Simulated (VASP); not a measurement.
# Zn: single point with PBE

Zn:

```
Zn
1.0
     3.77107    0.00000    0.00000
    -1.88553    3.26584    0.00000
     0.00000    0.00000    2.28816
Zn
3
Cartesian
  0.0000 0.0000 0.0000
  0.0000 2.1772 1.1441
  1.8855 1.0886 1.1441
```

| Item | Value |
| --- | --- |
| Program | VASP 6.6.1 |
| Task | single point |
| Functional | PBE |
| Potentials or basis | VASP PAW PBE potentials, release 64 (Zn) |
| Cutoff | 520 eV |
| k mesh | 10 × 10 × 13 |
| Occupations | fermi-dirac, width 0.1 eV |
| Spin | no spin polarisation |
| Dipole correction | no |
| Further INCAR settings | ALGO = Normal; EDIFF = 1e-07; NBANDS = 25 |

| Quantity | Value |
| --- | --- |
| Pressure | 122.1 GPa |
| Band gap on the k mesh | zero (band 18 reaches 13.09 eV, above the bottom of band 19 at 7.59 eV) |

Stress tensor (GPa, compression positive):
```
122.17   0.00   0.00
  0.00 122.17   0.00
  0.00   0.00 122.02
```

Levels at points of the mesh, in eV from the Fermi level:
```tsv
k point	band 15	band 16	band 17	band 18	band 19	band 20	band 21	band 22
(0.00, 0.00, 0.00)	-8.80	-8.80	-0.10	-0.10	-0.10	-0.10	2.45	2.59
(0.50, 0.00, 0.00)	-9.03	-8.74	-8.67	-5.87	-0.44	10.85	10.87	11.68
```

Run time: 27 s on 1 thread of Intel(R) Xeon(R) 6975P-C (Granite Rapids), with other jobs on the host, peak memory 0.17 GiB.
